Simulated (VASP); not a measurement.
A run of VASP 6.6.1 is set up as follows.

File INCAR:

```
PREC = Accurate
ENCUT = 520
EDIFF = 1E-7
ISMEAR = 0
SIGMA = 0.1
LREAL = F
LASPH = T
NELM = 80
ALGO = Fast
ISIF = 2
LWAVE = F
LCHARG = F
GGA = PE
NBANDS = 38
```

File KPOINTS:

```
regular mesh
0
Gamma
  8 8 8
```

File POSCAR:

```
Ta4Rh
1.0
    4.7546602997      0.0000000000      0.0000000000
    0.0000000000      4.7546602997      0.0000000000
    0.0000000000      0.0000000000      4.7546602997
Ta Rh
4 1
Direct
    0.0000000000      0.0000000000      0.0000000000
    0.5000000000      0.5000000000      0.0000000000
    0.5000000000      0.0000000000      0.5000000000
    0.0000000000      0.5000000000      0.5000000000
    0.5000000000      0.5000000000      0.5000000000
```

Potentials or basis: VASP PAW PBE potentials, release 64 (Ta_pv, Rh_pv).

Launch:

```console
$ cat potpaw_PBE.64/Ta_pv/POTCAR potpaw_PBE.64/Rh_pv/POTCAR > POTCAR
$ mpirun -np 1 vasp_std > vasp.out
```

Q: Estimate the pressure.

A: 0.1 GPa.
